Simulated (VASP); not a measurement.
Wanted: the native input for a VASP 6.6.1 run.

- Task: electric field gradients
- Functional: PBE
- Potentials or basis: VASP PAW PBE potentials, release 64 (K_sv, Mg, F)
- Cutoff: 520 eV
- k mesh: 6 × 6 × 6
- Occupations: fermi-dirac, width 0.03 eV
- Spin: no spin polarisation
- Dipole correction: no
- Further INCAR settings: ALGO = Normal; EDIFF = 1e-08; NBANDS = 24

The structure of KMgF3 lies in POSCAR:

```
KMgF3
1.0
    3.9859000000      0.0000000000      0.0000000000
    0.0000000000      3.9859000000      0.0000000000
    0.0000000000      0.0000000000      3.9859000000
K Mg F
1 1 3
Direct
    0.5000000000      0.5000000000      0.5000000000
    0.0000000000      0.0000000000      0.0000000000
    0.5000000000      0.0000000000      0.0000000000
    0.0000000000      0.5000000000      0.0000000000
    0.0000000000      0.0000000000      0.5000000000
```

The input as run:

INCAR

```
PREC = Accurate
ENCUT = 520
EDIFF = 1E-8
ISMEAR = -1
SIGMA = 0.03
LREAL = False
LASPH = True
NELM = 60
ALGO = Normal
ISIF = 2
LWAVE = False
LCHARG = False
GGA = PE
LEFG = True
NBANDS = 24
```

KPOINTS

```
regular mesh
0
Gamma
  6 6 6
```

Potentials or basis: VASP PAW PBE potentials, release 64 (K_sv, Mg, F).

Run with:

```console
$ cat potpaw_PBE.64/K_sv/POTCAR potpaw_PBE.64/Mg/POTCAR potpaw_PBE.64/F/POTCAR > POTCAR
$ mpirun -np 1 vasp_std > vasp.out
```

It gave:

The pressure is 3.4 GPa and the band gap on the k mesh is 7.30 eV, indirect (least direct gap 7.63 eV).

Caveat: without QUAD_EFG the Cq values of the log hold for a quadrupole moment of 1 mb, not for the nuclei.

Run time: 15 s on 1 thread of Intel(R) Xeon(R) 6975P-C (Granite Rapids), on a shared host, peak memory 0.18 GiB.
